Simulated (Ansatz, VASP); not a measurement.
**InAs: VASP beside Ansatz**

```xyz
2
Lattice="0.0000 3.0934 3.1398 3.0934 0.0000 3.1398 3.0934 3.0934 0.0000" Properties=species:S:1:pos:R:3 pbc="T T T"
In    0.0000    0.0000    0.0000
As    4.6401    4.6401    4.7097
```

Change from the starting cell: strain +0.000 along x and y, +0.015 along z, atoms carried along.

Alike in both runs: task single point; functional PBE; k mesh 16 × 16 × 16; occupations gaussian, width 0.15 eV; no spin polarisation.

```csv
,VASP,Ansatz
version,VASP 6.6.1,Ansatz 0.2.0
potentials or method,"VASP PAW PBE potentials, release 64 (In_d, As), cutoff 520 eV","scalar-relativistic, plane waves, PAW"
valence electrons in the cell,18,28
```

```csv
,VASP,Ansatz,Ansatz less VASP
gap on the k mesh at the Fermi level (eV),none,none,-
pressure (GPa),-0.7,-0.7,-0.04
"traceless stress, the component that is largest in VASP (GPa)",-0.34,-0.34,0.000
```

A gap of «none» marks a metal or a gap that the smearing closes. The functional is the same, so the differences come from potentials, cutoffs and numerics. VASP's potentials hold 18 valence electrons a cell and Ansatz's 28, so a difference there can come from the potentials and not from the codes.
